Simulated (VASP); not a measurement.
Wanted: the native input for a VASP 6.6.1 run.

| Property | Result |
| --- | --- |
| Task | single point |
| Functional | PBE |
| Potentials or basis | VASP PAW PBE potentials, release 64 (Sc_sv, Sb, As) |
| Cutoff | 520 eV |
| k mesh | 6 × 6 × 4 |
| Occupations | gaussian, width 0.1 eV |
| Spin | no spin polarisation |
| Dipole correction | no |
| Further INCAR settings | ALGO = Normal; EDIFF = 1e-06; NBANDS = 24 |

The structure of Sc2SbAs lies in POSCAR:

```
Sc2SbAs
1.0
    4.8298332455      0.0000000029      0.0000000000
   -2.4149166253      4.1827582852      0.0000000000
    0.0000000000      0.0000000000      5.6721230099
Sc Sb As
2 1 1
Direct
    0.3333333333      0.6666666667      0.5000000000
    0.6666666667      0.3333333333      0.5000000000
    0.0000000000      0.0000000000      0.0000000000
    0.0000000000      0.0000000000      0.5000000000
```

The cell was generated, and may not be a known phase.

One way to write it, as run:

INCAR

```
SYSTEM = Sc2SbAs
ALGO = Normal ; EDIFF = 1E-6
ENCUT = 520 ; GGA = PE
ISIF = 2 ; ISMEAR = 0
LASPH = .True. ; LCHARG = .False.
LREAL = .False. ; LWAVE = .False.
NBANDS = 24 ; NELM = 60
PREC = Accurate ; SIGMA = 0.1
```

KPOINTS

```
k-points
0
Gamma
  6 6 4
  0 0 0
```

Potentials or basis: VASP PAW PBE potentials, release 64 (Sc_sv, Sb, As).

Launch:

```bash
$ cat potpaw_PBE.64/Sc_sv/POTCAR potpaw_PBE.64/Sb/POTCAR potpaw_PBE.64/As/POTCAR > POTCAR
$ mpirun -np 1 vasp_std > vasp.out
```

It gave:

```json
{"Pressure": "0.0 GPa", "Band gap on the k mesh": "zero (bands 16 and 17 overlap by 0.62 eV)"}
```

Caveat: spin-orbit coupling is left out, which moves the levels of the heavy elements.

Wall time 51 s on 1 thread of Intel(R) Xeon(R) Platinum 8488C (Sapphire Rapids), on a shared host, peak memory 0.25 GiB.
